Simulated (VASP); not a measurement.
# BeH4 (Im-3m) in VASP: notebook

BeH4 is run at these levels: LDA, PBE; tasks: single point, relaxation of cell and atoms.

Program: VASP 6.6.1. These are calculated values, not measurements. Logs are shortened: lines on timing, memory, paths and dates and some standing lists are left out, and cuts for length are marked.

### 1 The cell of the first run

It takes space group Im-3m (No. 229, cubic). Conventional cell: a = 3.658 Å, b = 3.658 Å, c = 3.658 Å, α = 90.00°, β = 90.00°, γ = 90.00°. Within 2.1 Å of Be (site symmetry m-3m) lie 8 H at 1.58 Å. H (site symmetry -3m) has 2 Be at 1.58 Å and 6 H at 1.83 Å within 2.1 Å.

### 2 Single point, LDA

File INCAR:

```
  PREC = Accurate
  ENCUT = 520
  EDIFF = 1E-6
  ISMEAR = 0
  SIGMA = 0.1
  LREAL = F
  LASPH = T
  NELM = 100
  ALGO = Normal
  ISIF = 2
  LWAVE = F
  LCHARG = F
  NBANDS = 11
```

File KPOINTS:

```
Automatic mesh
0
Gamma
  14 14 14
```

File POSCAR:

```
BeH4
1.0
   -1.8290742536      1.8290742536      1.8290742536
    1.8290742536     -1.8290742536      1.8290742536
    1.8290742536      1.8290742536     -1.8290742536
Be H
1 4
Direct
    0.0000000000      0.0000000000      0.0000000000
    0.0000000000      0.5000000000      0.0000000000
    0.5000000000      0.0000000000      0.0000000000
    0.0000000000      0.0000000000      0.5000000000
    0.5000000000      0.5000000000      0.5000000000
```

Potentials or basis: VASP PAW LDA potentials, release 64 (Be, H).

Run with:

```bash
$ cat potpaw_LDA.64/Be/POTCAR potpaw_LDA.64/H/POTCAR > POTCAR
$ mpirun -np 1 vasp_std > vasp.out
```

OUTCAR:

```text
PREC = Accurate
   ENCUT = 520
   EDIFF = 1E-6
   ISMEAR = 0
   LREAL = F
   LASPH = T
   NELM = 100
   ISIF = 2

 ion  position               nearest neighbor table
   1  0.000  0.000  0.000-   2 1.58   3 1.58   4 1.58   5 1.58   4 1.58   2 1.58   3 1.58   5 1.58

   2  0.000  0.500  0.000-   1 1.58   1 1.58
   3  0.500  0.000  0.000-   1 1.58   1 1.58
   4  0.000  0.000  0.500-   1 1.58   1 1.58
   5  0.500  0.500  0.500-   1 1.58   1 1.58

  LATTYP: Found a body centered cubic cell.
 ALAT       =     3.6581485072

  Lattice vectors:

 A1 = (  -1.8290742536,   1.8290742536,   1.8290742536)
 A2 = (   1.8290742536,  -1.8290742536,   1.8290742536)
 A3 = (   1.8290742536,   1.8290742536,  -1.8290742536)

Analysis of symmetry for initial positions (statically):
=====================================================================
 Subroutine PRICEL returns:
 Original cell was already a primitive cell.

 Routine SETGRP: Setting up the symmetry group for a
 body centered cubic supercell.

 Subroutine GETGRP returns: Found 48 space group operations
 (whereof 48 operations were pure point group operations)
 out of a pool of 48 trial point group operations.

The static configuration has the point symmetry O_h .

Analysis of symmetry for dynamics (positions and initial velocities):
=====================================================================
 Subroutine PRICEL returns:
 Original cell was already a primitive cell.

 Routine SETGRP: Setting up the symmetry group for a
 body centered cubic supercell.

 Subroutine GETGRP returns: Found 48 space group operations
 (whereof 48 operations were pure point group operations)
 out of a pool of 48 trial point group operations.

The dynamic configuration has the point symmetry O_h .

 Subroutine INISYM returns: Found 48 space group operations
 (whereof 48 operations are pure point group operations),
 and found     1 'primitive' translations

----------------------------------------------------------------------------------------

                                     Primitive cell

  volume of cell :      24.4768

  direct lattice vectors                    reciprocal lattice vectors
    -1.829074254  1.829074254  1.829074254     0.000000000  0.273362330  0.273362330
     1.829074254 -1.829074254  1.829074254     0.273362330  0.000000000  0.273362330
     1.829074254  1.829074254 -1.829074254     0.273362330  0.273362330  0.000000000

  length of vectors
     3.168049538  3.168049538  3.168049538     0.386592715  0.386592715  0.386592715

  position of ions in fractional coordinates (direct lattice)
     0.000000000  0.000000000  0.000000000
     0.000000000  0.500000000  0.000000000
     0.500000000  0.000000000  0.000000000
     0.000000000  0.000000000  0.500000000
     0.500000000  0.500000000  0.500000000

  ion indices of the primitive-cell ions
   primitive index   ion index
                 1           1
                 2           2
                 3           3
                 4           4
                 5           5

----------------------------------------------------------------------------------------

 KPOINTS: Automatic mesh

Automatic generation of k-mesh.
 Grid dimensions read from file:
 generate k-points for:   14   14   14

 Generating k-lattice:

  Cartesian coordinates                     Fractional coordinates (reciprocal lattice)
     0.000000000  0.019525881  0.019525881     0.071428571  0.000000000  0.000000000
     0.019525881  0.000000000  0.019525881     0.000000000  0.071428571  0.000000000
     0.019525881  0.019525881  0.000000000     0.000000000  0.000000000  0.071428571

  Length of vectors
     0.027613765  0.027613765  0.027613765

  Shift w.r.t. Gamma in fractional coordinates (k-lattice)
     0.000000000  0.000000000  0.000000000

 Subroutine IBZKPT returns following result:
 ===========================================

 Found    104 irreducible k-points:

 Following reciprocal coordinates:
            Coordinates               Weight
  0.000000  0.000000  0.000000      1.000000
  0.071429  0.000000  0.000000     12.000000
  0.142857  0.000000  0.000000     12.000000
  0.214286  0.000000  0.000000     12.000000
  0.285714  0.000000  0.000000     12.000000
  0.357143  0.000000  0.000000     12.000000
[... 16 lines left out ...]
  0.285714  0.285714  0.000000     24.000000
  0.357143  0.285714 -0.000000     24.000000
 [... further k-points ...]
   k-points           NKPTS =    104   k-points in BZ     NKDIM =    104   number of bands    NBANDS=     11
   number of dos      NEDOS =    301   number of ions     NIONS =      5
   total plane-waves  NPLWV =  13824
   dimension x,y,z NGX =    24 NGY =   24 NGZ =   24
   dimension x,y,z NGXF=    48 NGYF=   48 NGZF=   48
   ions per type =               1   4
   NGX,Y,Z   is equivalent  to a cutoff of  12.59, 12.59, 12.59 a.u.
   NGXF,Y,Z  is equivalent  to a cutoff of  25.19, 25.19, 25.19 a.u.
 SYSTEM =  unknown system
   PREC   = accura    normal or accurate (medium, high low for compatibility)
   ISTART =      0    job   : 0-new  1-cont  2-samecut
   ICHARG =      2    charge: 1-file 2-atom 10-const
   ISPIN  =      1    spin polarized calculation?
   LNONCOLLINEAR =      F non collinear calculations
   LSORBIT =      F    spin-orbit coupling
   LASPH  =      T    aspherical Exc in radial PAW
   ENCUT  =  520.0 eV  38.22 Ry    6.18 a.u.   5.89  5.89  5.89*2*pi/ulx,y,z
   NELM   =    100;   NELMIN=  2; NELMDL= -5     # of ELM steps
   EDIFF  = 0.1E-05   stopping-criterion for ELM
   LREAL  =      F    real-space projection
   EDIFFG = 0.1E-04   stopping-criterion for IOM
   NSW    =      0    number of steps for IOM
   IBRION =     -1    ionic relax: 0-MD 1-quasi-New 2-CG
   NFREE  =      0    steps in history (QN), initial steepest desc. (CG)
   ISIF   =      2    stress and relaxation
   ISYM   =      2    0-nonsym 1-usesym 2-fastsym
   POTIM  = 0.5000    time-step for ionic-motion
   TEBEG  =    0.0;   TEEND  =   0.0 temperature during run
   PSTRESS=    0.0 pullay stress
   NELECT =       6.0000    total number of electrons
   NUPDOWN=      -1.0000    fix difference up-down
   EMIN   =  10.00;   EMAX   =-10.00  energy-range for DOS
   EFERMI =   0.00;   METHOD = LEGACY
   ISMEAR =     0;   SIGMA  =   0.10  broadening in eV -4-tet -1-fermi 0-gaus
   EFERMI_NEDOS =   21; number of points for ismear=-14 and -15
   IALGO  =     38    algorithm
   IMIX   =      4    mixing-type and parameters
     AMIX     =   0.40;   BMIX     =  1.00
     AMIX_MAG =   1.60;   BMIX_MAG =  1.00
  volume/ion in A,a.u.               =       4.90        33.04
  Fermi-wavevector in a.u.,A,eV,Ry     =   1.024568  1.936152 14.282561  1.049739
  Thomas-Fermi vector in A             =   2.158361
   LORBIT       =      0    0 simple, 1 ext, 2 COOP (PROOUT), +10 PAW based schemes
   GGA     = CA    functional components
   LHFCALC =     F    Hartree Fock is set to
   AEXX    =    0.0000 exact exchange contribution
   IVDW    =     0    specifies the selected vdW correction
   LEPSILON=     F    determine dielectric tensor
   LRPA    =     F    only Hartree local field effects (RPA)
 non-spin polarized calculation
 Gauss-broadening in eV      SIGMA  =   0.10
  energy-cutoff  :      520.00
  volume of cell :       24.48
 maximum number of plane-waves:       682
   NGX = 11   NGY = 11   NGZ = 11

 number of electron       5.9999996 magnetization

 Free energy of the ion-electron system (eV)
  ---------------------------------------------------
  ext. energy  EPLUGINS =         0.00000000
  ---------------------------------------------------
  free energy    TOTEN  =       -15.85372566 eV

  energy without entropy =      -15.85213350  energy(sigma->0) =      -15.85292958

 E-fermi :   1.4165     XC(G=0):  -9.9767

 val. band max:        1.3711492861   @ k =   0.2143   0.1429   0.0714
 cond. band min:       1.4436100590   @ k =  -0.1429   0.2143   0.0714
 fundamental gap:      0.0724607729
 Fermi energy:         1.4164928593

 k-point     1 :       0.0000    0.0000    0.0000
  band No.  band energies     occupation
      1     -10.1154      2.00000
      2       4.6142      0.00000
      3       4.6142      0.00000
      4       4.6142      0.00000
      5       7.8607      0.00000
      6       7.8607      0.00000
      7       7.8607      0.00000
      8      16.2111      0.00000
      9      16.2111      0.00000
     10      16.2111      0.00000
     11      17.9047      0.00000

 k-point     2 :       0.0714    0.0000    0.0000
  band No.  band energies     occupation
      1     -10.0180      2.00000
      2       3.9224      0.00000
      3       4.1249      0.00000
      4       4.4993      0.00000
      5       7.8234      0.00000
      6       8.3966      0.00000
      7       8.5510      0.00000
      8      15.2101      0.00000
      9      15.7924      0.00000
     10      16.5402      0.00000
     11      18.6879      0.00000

 k-point     3 :       0.1429    0.0000    0.0000
  band No.  band energies     occupation
      1      -9.7259      2.00000
      2       2.4846      0.00000
      3       3.2256      0.00000
      4       4.1972      0.00000
      5       7.7118      0.00000
      6       9.3745      0.00000
      7      10.0463      0.00000
      8      14.1472      0.00000
      9      15.3226      0.00000
     10      17.4809      0.00000
     11      19.3765      0.00000
[... 267 lines left out ...]
 k-point    23 :       0.2857    0.2857    0.0000
  band No.  band energies     occupation
      1      -5.5377      2.00000
      2      -3.0415      2.00000
      3      -2.9662      2.00000
      4       2.2348      0.00000
      5       9.3174      0.00000
      6      12.7551      0.00000
      7      14.6124      0.00000
      8      15.5080      0.00000
      9      16.6982      0.00000
     10      19.5750      0.00000
     11      21.8638      0.00000

 k-point    24 :       0.3571    0.2857   -0.0000
  band No.  band energies     occupation
      1      -4.4695      2.00000
      2      -4.2142      2.00000
      3      -3.0918      2.00000
      4       2.1702      0.00000
      5       9.4823      0.00000
      6      13.1367      0.00000
      7      13.9629      0.00000
      8      16.0914      0.00000
      9      17.6039      0.00000
     10      18.1416      0.00000
     11      22.5152      0.00000

 [... further k-points ...]
[... 5 lines left out ...]
  --------------------------------------------------------------------------------------
  -------------------------------------------------------------------------------------
  Total       -0.5083095     -0.5083095     -0.5083095      0.0000000      0.0000000     -0.0000000
  in kB      -33.2724489    -33.2724489    -33.2724489      0.0000000      0.0000000     -0.0000000
  external PRESSURE =     -33.2724489 kB  Pullay stress =       0.0000000 kB

 VOLUME and BASIS-vectors are now :
 -----------------------------------------------------------------------------
  energy-cutoff  :      520.00
  volume of cell :       24.48
      direct lattice vectors                 reciprocal lattice vectors
    -1.829074254  1.829074254  1.829074254     0.000000000  0.273362330  0.273362330
     1.829074254 -1.829074254  1.829074254     0.273362330  0.000000000  0.273362330
     1.829074254  1.829074254 -1.829074254     0.273362330  0.273362330  0.000000000

 POSITION                                       TOTAL-FORCE (eV/Angst)
 -----------------------------------------------------------------------------------
      0.00000      0.00000      0.00000         0.000000      0.000000      0.000000
      0.91454     -0.91454      0.91454        -0.000000     -0.000000      0.000000
     -0.91454      0.91454      0.91454        -0.000000      0.000000      0.000000
      0.91454      0.91454     -0.91454         0.000000      0.000000     -0.000000
      0.91454      0.91454      0.91454        -0.000000     -0.000000     -0.000000
 -----------------------------------------------------------------------------------
    total drift:                               -0.000000     -0.000000      0.000000

  FREE ENERGIE OF THE ION-ELECTRON SYSTEM (eV)
  ---------------------------------------------------
  free  energy   TOTEN  =       -15.8537256568 eV

  energy  without entropy=      -15.8521334998  energy(sigma->0) =      -15.85292958
```

Wall time 12 s (1 thread of Intel Xeon Platinum 8375C at 2.90GHz (Ice Lake), shared host); peak memory 0.14 GiB.

Results:

| Quantity | Value |
| --- | --- |
| Free energy | -15.8537 eV |
| Pressure | -3.3 GPa |
| Band gap on the k mesh | zero (band 3 reaches 4.61 eV, above the bottom of band 4 at -2.27 eV) |

Levels at points of the mesh, in eV from the Fermi level:
```tsv
k point	band 1	band 2	band 3	band 4	band 5	band 6	band 7
(0.00, 0.00, 0.00)	-11.53	3.20	3.20	3.20	6.44	6.44	6.44
(0.50, 0.00, 0.00)	-7.06	-6.60	-0.69	1.41	5.54	9.30	15.22
(0.50, 0.50, 0.50)	-4.79	-4.79	-4.79	2.30	4.41	4.41	9.18
```

### 3 Relaxation of cell and atoms, PBE

File INCAR:

```
SYSTEM = BeH4
PREC = Accurate
ENCUT = 600
EDIFF = 1E-6
ISMEAR = 0
SIGMA = 0.1
LREAL = .FALSE.
LASPH = .TRUE.
NELM = 60
ALGO = Normal
ISIF = 3
LWAVE = .FALSE.
LCHARG = .FALSE.
GGA = PE
IBRION = 2
NSW = 100
EDIFFG = -0.01
```

File KPOINTS:

```
Automatic mesh
0
G
  14 14 14
  0 0 0
```

POSCAR, as its differences from that of step 2:

```diff
@@ -2,5 +2,5 @@
 1.0
-   -1.8290742536      1.8290742536      1.8290742536
-    1.8290742536     -1.8290742536      1.8290742536
-    1.8290742536      1.8290742536     -1.8290742536
+   -1.8296403689      1.8296403689      1.8296403689
+    1.8296403689     -1.8296403689      1.8296403689
+    1.8296403689      1.8296403689     -1.8296403689
 Be H
```

Potentials or basis: VASP PAW PBE potentials, release 64 (Be, H).

Run with:

```bash
$ cat potpaw_PBE.64/Be/POTCAR potpaw_PBE.64/H/POTCAR > POTCAR
$ mpirun -np 1 vasp_std > vasp.out
```

Run time: 18 s. Hardware: 1 thread of Intel Xeon Platinum 8375C at 2.90GHz (Ice Lake), shared host; peak memory 0.16 GiB.

Results (log left out):

* Free energy: -14.4497 eV
* Pressure after relaxing: -0.1 GPa
* Band gap on the k mesh: zero (band 3 reaches 4.47 eV, above the bottom of band 4 at -2.18 eV)

Final structure:
```yaml
crystal:
  lattice:
    - [-1.82964, 1.82964, 1.82964]
    - [1.82964, -1.82964, 1.82964]
    - [1.82964, 1.82964, -1.82964]
  atoms:
    - { symbol: Be, position: [0.00000, 0.00000, 0.00000] }
    - { symbol: H, position: [0.00000, 0.50000, 0.00000] }
    - { symbol: H, position: [0.50000, 0.00000, 0.00000] }
    - { symbol: H, position: [0.00000, 0.00000, 0.50000] }
    - { symbol: H, position: [0.50000, 0.50000, 0.50000] }
```

Levels at points of the mesh, in eV from the Fermi level:
| k point | band 1 | band 2 | band 3 | band 4 | band 5 | band 6 |
| --- | --- | --- | --- | --- | --- | --- |
| (0.00, 0.00, 0.00) | -11.45 | 3.04 | 3.04 | 3.04 | 6.72 | 6.72 |
| (0.50, 0.00, 0.00) | -6.96 | -6.57 | -0.68 | 1.34 | 5.83 | 9.55 |
| (0.50, 0.50, 0.50) | -4.77 | -4.77 | -4.77 | 2.42 | 4.77 | 4.77 |

Caveat: the relaxation stopped at its first step, so nothing moved.
